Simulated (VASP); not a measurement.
HfO2, 3 atoms in the cell. It takes space group Fm-3m (No. 225, cubic). Conventional cell: a = 5.098 Å, b = 5.098 Å, c = 5.098 Å, α = 90.00°, β = 90.00°, γ = 90.00°. Hf (site symmetry m-3m) has 8 O at 2.21 Å within 2.9 Å. O (site symmetry -43m) has 4 Hf at 2.21 Å and 6 O at 2.55 Å within 2.9 Å. 

```yaml
Program: VASP 6.6.1
Task: single point
Functional: PBE
Potentials_or_basis: VASP PAW PBE potentials, release 64 (Hf_pv, O)
Cutoff: 520 eV
k_mesh: 9 × 9 × 9
Occupations: fermi-dirac, width 0.05 eV
Spin: no spin polarisation
Dipole_correction: no
Further_INCAR_settings: ALGO = Normal; EDIFF = 1e-06; NBANDS = 18
```

Potentials or basis: VASP PAW PBE potentials, release 64 (Hf_pv, O).

Command:

```bash
$ cat potpaw_PBE.64/Hf_pv/POTCAR potpaw_PBE.64/O/POTCAR > POTCAR
$ mpirun -np 1 vasp_std > vasp.out
```

Hardware: 1 thread of Intel Xeon 8259CL (shared host).

Q: Estimate the wall time of this run.

A: Wall time 34 s on 1 thread of Intel Xeon 8259CL, with other jobs on the host, peak memory 0.17 GiB. Counts: scf iterations 13, k points 35.
